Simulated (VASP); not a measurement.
# Ga2O3 (C2/m) in VASP: relaxation of cell and atoms with LDA

Aim: the relaxation of cell and atoms of Ga2O3 with LDA.

All numbers are computed with VASP 6.6.1; they aren't measurements. Logs are shortened: lines on timing, memory, paths and dates and some standing lists are left out, and cuts for length are marked.

### Step 1. The cell of the first run

Symmetry: C2/m, No. 12, monoclinic system. Conventional cell: a = 12.214 Å, b = 3.037 Å, c = 5.798 Å, α = 90.00°, β = 103.83°, γ = 90.00°. Within 2.4 Å of Ga (site symmetry m) lie 4 O at 1.83 to 1.86 Å. Within 2.6 Å of Ga (site symmetry m) lie 6 O at 1.94 to 2.07 Å. O (site symmetry m) has 3 Ga at 1.83 to 1.94 Å within 2.4 Å. O (site symmetry m) has 4 Ga at 1.86 to 2.07 Å within 2.5 Å. O (site symmetry m) has 3 Ga at 1.83 to 1.94 Å within 2.4 Å.

### Step 2. Relaxation of cell and atoms, LDA

Input file INCAR:

```
ALGO = Normal ; EDIFF = 1E-7
EDIFFG = -0.003 ; ENCUT = 600
IBRION = 2 ; ISIF = 3
ISMEAR = 0 ; LASPH = True
LCHARG = False ; LREAL = False
LWAVE = False ; NELM = 100
NSW = 100 ; PREC = Accurate
SIGMA = 0.01
```

Input file KPOINTS:

```
k-points
0
Gamma
  6 6 5
```

Input file POSCAR:

```
Ga2O3
1.0
    6.1070000000     -1.5185500000      0.0000000000
    6.1070000000      1.5185500000      0.0000000000
   -1.3859888959      0.0000000000      5.6300087380
Ga O
4 6
Direct
    0.0905000000      0.0905000000      0.7946000000
    0.9095000000      0.9095000000      0.2054000000
    0.6586600000      0.6586600000      0.3140200000
    0.3413400000      0.3413400000      0.6859800000
    0.1645000000      0.1645000000      0.1098000000
    0.8355000000      0.8355000000      0.8902000000
    0.1733000000      0.1733000000      0.5632000000
    0.8267000000      0.8267000000      0.4368000000
    0.4959000000      0.4959000000      0.2566000000
    0.5041000000      0.5041000000      0.7434000000
```

Potentials or basis: VASP PAW LDA potentials, release 64 (Ga_d, O).

Launch:

```bash
> cat potpaw_LDA.64/Ga_d/POTCAR potpaw_LDA.64/O/POTCAR > POTCAR
> mpirun -np 1 vasp_std > vasp.out
```

OUTCAR:

```text
EDIFF = 1E-7
   EDIFFG = -0.003
   ENCUT = 600
   IBRION = 2
   ISIF = 3
   ISMEAR = 0
   LASPH = True
   LREAL = False
   NELM = 100
   NSW = 100
   PREC = Accurate

 ion  position               nearest neighbor table
   1  0.090  0.090  0.795-  10 1.83  10 1.83   5 1.83   7 1.86
   2  0.910  0.910  0.205-   9 1.83   9 1.83   6 1.83   8 1.86
   3  0.659  0.659  0.314-   9 1.94   5 1.94   5 1.94   8 2.01   7 2.07   7 2.07
   4  0.341  0.341  0.686-  10 1.94   6 1.94   6 1.94   7 2.01   8 2.07   8 2.07
   5  0.164  0.164  0.110-   1 1.83   3 1.94   3 1.94
   6  0.836  0.836  0.890-   2 1.83   4 1.94   4 1.94
   7  0.173  0.173  0.563-   1 1.86   4 2.01   3 2.07   3 2.07
   8  0.827  0.827  0.437-   2 1.86   3 2.01   4 2.07   4 2.07
   9  0.496  0.496  0.257-   2 1.83   2 1.83   3 1.94
  10  0.504  0.504  0.743-   1 1.83   1 1.83   4 1.94

  LATTYP: Found a base centered monoclinic cell.
 ALAT       =    12.2140000000
 B/A-ratio  =     0.2486572785
 C/A-ratio  =     0.4747093499
 COS(beta)  =    -0.2390419096

  Lattice vectors:

 A1 = (   6.1070000000,  -1.5185500000,   0.0000000000)
 A2 = (   6.1070000000,   1.5185500000,   0.0000000000)
 A3 = (  -1.3859888959,   0.0000000000,   5.6300087380)

Analysis of symmetry for initial positions (statically):
=====================================================================
 Subroutine PRICEL returns:
 Original cell was already a primitive cell.

 Routine SETGRP: Setting up the symmetry group for a
 base centered monoclinic supercell.

 Subroutine GETGRP returns: Found  4 space group operations
 (whereof  4 operations were pure point group operations)
 out of a pool of  4 trial point group operations.

The static configuration has the point symmetry C_2h.

Analysis of symmetry for dynamics (positions and initial velocities):
=====================================================================
 Subroutine PRICEL returns:
 Original cell was already a primitive cell.

 Routine SETGRP: Setting up the symmetry group for a
 base centered monoclinic supercell.

 Subroutine GETGRP returns: Found  4 space group operations
 (whereof  4 operations were pure point group operations)
 out of a pool of  4 trial point group operations.

The dynamic configuration has the point symmetry C_2h.

 Subroutine INISYM returns: Found  4 space group operations
 (whereof  4 operations are pure point group operations),
 and found     1 'primitive' translations

----------------------------------------------------------------------------------------

                                     Primitive cell

  volume of cell :     104.4230

  direct lattice vectors                    reciprocal lattice vectors
     6.107000000 -1.518550000  0.000000000     0.081873260 -0.329261467  0.020155462
     6.107000000  1.518550000  0.000000000     0.081873260  0.329261467  0.020155462
    -1.385988896  0.000000000  5.630008738     0.000000000  0.000000000  0.177619618

  length of vectors
     6.292967750  6.292967750  5.798100000     0.339886138  0.339886138  0.177619618

  position of ions in fractional coordinates (direct lattice)
     0.090500000  0.090500000  0.794600000
     0.909500000  0.909500000  0.205400000
     0.658660000  0.658660000  0.314020000
     0.341340000  0.341340000  0.685980000
     0.164500000  0.164500000  0.109800000
     0.835500000  0.835500000  0.890200000
     0.173300000  0.173300000  0.563200000
     0.826700000  0.826700000  0.436800000
     0.495900000  0.495900000  0.256600000
     0.504100000  0.504100000  0.743400000

  ion indices of the primitive-cell ions
   primitive index   ion index
                 1           1
                 2           2
                 3           3
                 4           4
                 5           5
                 6           6
                 7           7
                 8           8
                 9           9
                10          10

----------------------------------------------------------------------------------------

 KPOINTS: k-points

Automatic generation of k-mesh.
 Grid dimensions read from file:
 generate k-points for:    6    6    5

 Generating k-lattice:

  Cartesian coordinates                     Fractional coordinates (reciprocal lattice)
     0.013645543 -0.054876911  0.003359244     0.166666667  0.000000000  0.000000000
     0.013645543  0.054876911  0.003359244     0.000000000  0.166666667  0.000000000
     0.000000000  0.000000000  0.035523924     0.000000000  0.000000000  0.200000000

  Length of vectors
     0.056647690  0.056647690  0.035523924

  Shift w.r.t. Gamma in fractional coordinates (k-lattice)
     0.000000000  0.000000000  0.000000000

 Subroutine IBZKPT returns following result:
 ===========================================

 Found     55 irreducible k-points:

 Following reciprocal coordinates:
            Coordinates               Weight
  0.000000  0.000000  0.000000      1.000000
  0.166667  0.000000 -0.000000      4.000000
  0.333333  0.000000 -0.000000      4.000000
  0.500000 -0.000000  0.000000      2.000000
  0.166667  0.166667 -0.000000      2.000000
  0.333333  0.166667  0.000000      4.000000
[... 16 lines left out ...]
 -0.333333  0.166667  0.200000      4.000000
 -0.166667  0.166667  0.200000      4.000000
 [... further k-points ...]
   k-points           NKPTS =     55   k-points in BZ     NKDIM =     55   number of bands    NBANDS=     52
   number of dos      NEDOS =    301   number of ions     NIONS =     10
   total plane-waves  NPLWV = 120000
   dimension x,y,z NGX =    50 NGY =   50 NGZ =   48
   dimension x,y,z NGXF=   100 NGYF=  100 NGZF=   96
   ions per type =               4   6
   NGX,Y,Z   is equivalent  to a cutoff of  13.21, 13.21, 13.76 a.u.
   NGXF,Y,Z  is equivalent  to a cutoff of  26.42, 26.42, 27.53 a.u.
 SYSTEM =  unknown system
   PREC   = accura    normal or accurate (medium, high low for compatibility)
   ISTART =      0    job   : 0-new  1-cont  2-samecut
   ICHARG =      2    charge: 1-file 2-atom 10-const
   ISPIN  =      1    spin polarized calculation?
   LNONCOLLINEAR =      F non collinear calculations
   LSORBIT =      F    spin-orbit coupling
   LASPH  =      T    aspherical Exc in radial PAW
   ENCUT  =  600.0 eV  44.10 Ry    6.64 a.u.  12.57 12.57 11.58*2*pi/ulx,y,z
   NELM   =    100;   NELMIN=  2; NELMDL= -5     # of ELM steps
   EDIFF  = 0.1E-06   stopping-criterion for ELM
   LREAL  =      F    real-space projection
   EDIFFG = -.3E-02   stopping-criterion for IOM
   NSW    =    100    number of steps for IOM
   IBRION =      2    ionic relax: 0-MD 1-quasi-New 2-CG
   NFREE  =      1    steps in history (QN), initial steepest desc. (CG)
   ISIF   =      3    stress and relaxation
   ISYM   =      2    0-nonsym 1-usesym 2-fastsym
   POTIM  = 0.5000    time-step for ionic-motion
   TEBEG  =    0.0;   TEEND  =   0.0 temperature during run
   PSTRESS=    0.0 pullay stress
   NELECT =      88.0000    total number of electrons
   NUPDOWN=      -1.0000    fix difference up-down
   EMIN   =  10.00;   EMAX   =-10.00  energy-range for DOS
   EFERMI =   0.00;   METHOD = LEGACY
   ISMEAR =     0;   SIGMA  =   0.01  broadening in eV -4-tet -1-fermi 0-gaus
   EFERMI_NEDOS =   21; number of points for ismear=-14 and -15
   IALGO  =     38    algorithm
   IMIX   =      4    mixing-type and parameters
     AMIX     =   0.40;   BMIX     =  1.00
     AMIX_MAG =   1.60;   BMIX_MAG =  1.00
  volume/ion in A,a.u.               =      10.44        70.47
  Fermi-wavevector in a.u.,A,eV,Ry     =   1.546335  2.922150 32.533613  2.391153
  Thomas-Fermi vector in A             =   2.651586
   LORBIT       =      0    0 simple, 1 ext, 2 COOP (PROOUT), +10 PAW based schemes
   GGA     = CA    functional components
   LHFCALC =     F    Hartree Fock is set to
   AEXX    =    0.0000 exact exchange contribution
   IVDW    =     0    specifies the selected vdW correction
   LEPSILON=     F    determine dielectric tensor
   LRPA    =     F    only Hartree local field effects (RPA)
 conjugate gradient relaxation of ions
 non-spin polarized calculation
 Gauss-broadening in eV      SIGMA  =   0.01
  energy-cutoff  :      600.00
  volume of cell :      104.42
 maximum number of plane-waves:      3514
   NGX = 25   NGY = 25   NGZ = 23

--------------------------------------- Ionic step        1  -------------------------------------------

 number of electron      88.0000002 magnetization

 Free energy of the ion-electron system (eV)
  ---------------------------------------------------
  ext. energy  EPLUGINS =         0.00000000
  ---------------------------------------------------
  free energy    TOTEN  =       -68.23998086 eV

  energy without entropy =      -68.23998086  energy(sigma->0) =      -68.23998086

------------------------ aborting loop because EDIFF is reached ----------------------------------------

  FORCE on cell =-STRESS in cart. coord.  units (eV):
  Direction    XX          YY          ZZ          XY          YZ          ZX
  --------------------------------------------------------------------------------------
  -------------------------------------------------------------------------------------
  Total       -1.6118790     -1.5333566     -1.9776492      0.0000000      0.0000000      0.0107028
  in kB      -24.7312990    -23.5265191    -30.3433657      0.0000000      0.0000000      0.1642144
  external PRESSURE =     -26.2003946 kB  Pullay stress =       0.0000000 kB
[... 113 lines left out ...]
  FREE ENERGIE OF THE ION-ELECTRON SYSTEM (eV)
  ---------------------------------------------------
  free  energy   TOTEN  =       -68.2519512616 eV

  energy  without entropy=      -68.2519512616  energy(sigma->0) =      -68.25195126

[... ionic steps 4 to 17 ...]

--------------------------------------- Ionic step       18  -------------------------------------------

 number of electron      87.9999998 magnetization

------------------------ aborting loop because EDIFF is reached ----------------------------------------

  FORCE on cell =-STRESS in cart. coord.  units (eV):
  Direction    XX          YY          ZZ          XY          YZ          ZX
  --------------------------------------------------------------------------------------
  -------------------------------------------------------------------------------------
  Total        0.0067780      0.0147129      0.0024050      0.0000000      0.0000000     -0.0066445
  in kB        0.1055735      0.2291660      0.0374599      0.0000000      0.0000000     -0.1034935
  external PRESSURE =       0.1240665 kB  Pullay stress =       0.0000000 kB
[... 73 lines left out ...]
  energy  without entropy=      -68.2540853543  energy(sigma->0) =      -68.25408535

--------------------------------------- Ionic step       20  -------------------------------------------

 number of electron      87.9999998 magnetization

 Free energy of the ion-electron system (eV)
  ---------------------------------------------------
  ext. energy  EPLUGINS =         0.00000000
  ---------------------------------------------------
  free energy    TOTEN  =       -68.25408819 eV

  energy without entropy =      -68.25408819  energy(sigma->0) =      -68.25408819

 E-fermi :   3.8938     XC(G=0): -12.3032

 val. band max:        3.7619747028   @ k =   0.0000   0.0000   0.0000
 cond. band min:       6.2260398676   @ k =   0.0000   0.0000   0.0000
 fundamental gap:      2.4640651649
 Fermi energy:         3.8937995031

 k-point     1 :       0.0000    0.0000    0.0000
  band No.  band energies     occupation
      1     -15.0891      2.00000
      2     -13.8044      2.00000
      3     -13.7930      2.00000
      4     -13.6900      2.00000
      5     -13.1654      2.00000
      6     -13.1607      2.00000
[... 1309 lines left out ...]
     51      13.2659      0.00000
     52      13.5548      0.00000

 [... further k-points ...]

------------------------ aborting loop because EDIFF is reached ----------------------------------------

  FORCE on cell =-STRESS in cart. coord.  units (eV):
  Direction    XX          YY          ZZ          XY          YZ          ZX
  --------------------------------------------------------------------------------------
  -------------------------------------------------------------------------------------
  Total       -0.0122917     -0.0160291     -0.0044274      0.0000000      0.0000000     -0.0059284
  in kB       -0.1914339     -0.2496410     -0.0689535      0.0000000      0.0000000     -0.0923300
  external PRESSURE =      -0.1700095 kB  Pullay stress =       0.0000000 kB
[... 25 lines left out ...]
  FREE ENERGIE OF THE ION-ELECTRON SYSTEM (eV)
  ---------------------------------------------------
  free  energy   TOTEN  =       -68.2540881870 eV

  energy  without entropy=      -68.2540881870  energy(sigma->0) =      -68.25408819

 reached required accuracy - stopping structural energy minimisation
```

It took 1.8 h on 1 thread of Oxide Virtual Turin-like, shared host; peak memory 0.42 GiB.

What came out:

* Free energy: -68.2541 eV
* Relaxed volume: 10.29 Å³/atom
* Relaxed cell: a = 6.261 Å, b = 6.261 Å, c = 5.764 Å, α = 103.32°, β = 103.32°, γ = 27.95°
* Space group after relaxing (to 0.1 Å): C2/m (No. 12)
* Energy gained by relaxing: 1.4 meV/atom
* Ionic steps: 20
* Pressure after relaxing: 0.0 GPa
* Band gap on the k mesh: 2.46 eV

Forces on the atoms (eV/Å):
```
Ga   0.001  0.000  0.000
Ga  -0.001  0.000  0.000
Ga  -0.002  0.000  0.000
Ga   0.002  0.000  0.000
O    0.000  0.000  0.002
O    0.000  0.000 -0.002
O    0.001  0.000 -0.001
O   -0.001  0.000  0.001
O   -0.003  0.000  0.001
O    0.003  0.000 -0.001
```

The path:
```
step  energy change (eV)  largest force (eV/Å)  pressure (GPa)  volume (Å³)
   1              0.0000                0.0947           -2.62       104.42
   2             -0.0021                0.1710            2.63       101.86
   3             -0.0120                0.0842            0.06       103.07
   4             -0.0129                0.0583           -0.02       103.03
   5             -0.0129                0.0582           -0.03       103.03
   6             -0.0133                0.0385           -0.01       103.00
   7             -0.0134                0.0520            0.00       102.98
   8             -0.0137                0.0206            0.00       102.95
   9             -0.0138                0.0244           -0.01       102.94
  10             -0.0138                0.0253           -0.01       102.94
  11             -0.0139                0.0244            0.01       102.92
  12             -0.0139                0.0238            0.02       102.90
  13             -0.0140                0.0159           -0.02       102.90
  14             -0.0141                0.0159           -0.05       102.90
  15             -0.0141                0.0089            0.03       102.86
  16             -0.0141                0.0083            0.00       102.86
  17             -0.0141                0.0083            0.02       102.86
  18             -0.0141                0.0042            0.01       102.86
  19             -0.0141                0.0037            0.01       102.86
  20             -0.0141                0.0026           -0.02       102.87
```

Final structure:
```
CELL_PARAMETERS angstrom
6.07619 -1.51187 0.00576
6.07619 1.51187 0.00576
-1.37370 0.00000 5.59792
ATOMIC_POSITIONS crystal
Ga 0.09084 0.09084 0.79525
Ga 0.90916 0.90916 0.20475
Ga 0.65895 0.65895 0.31437
Ga 0.34105 0.34105 0.68563
O 0.16615 0.16615 0.10951
O 0.83385 0.83385 0.89049
O 0.17298 0.17298 0.56168
O 0.82702 0.82702 0.43832
O 0.49646 0.49646 0.25556
O 0.50354 0.50354 0.74444
```

Levels at points of the mesh, in eV from the valence-band top:
```tsv
k point	band 40	band 41	band 42	band 43	band 44	band 45	band 46	band 47	band 48	band 49
(0.00, 0.00, 0.00)	-0.68	-0.68	-0.49	-0.28	0.00	2.46	5.64	6.62	6.77	7.68
(0.50, 0.00, 0.00)	-1.32	-0.76	-0.73	-0.46	-0.10	5.56	6.50	7.22	7.45	7.96
(0.50, 0.50, 0.00)	-1.13	-0.69	-0.67	-0.40	-0.14	4.60	4.87	5.66	6.56	7.90
```

A k mesh can miss the band edges. LDA usually gives volumes a few per cent too small.
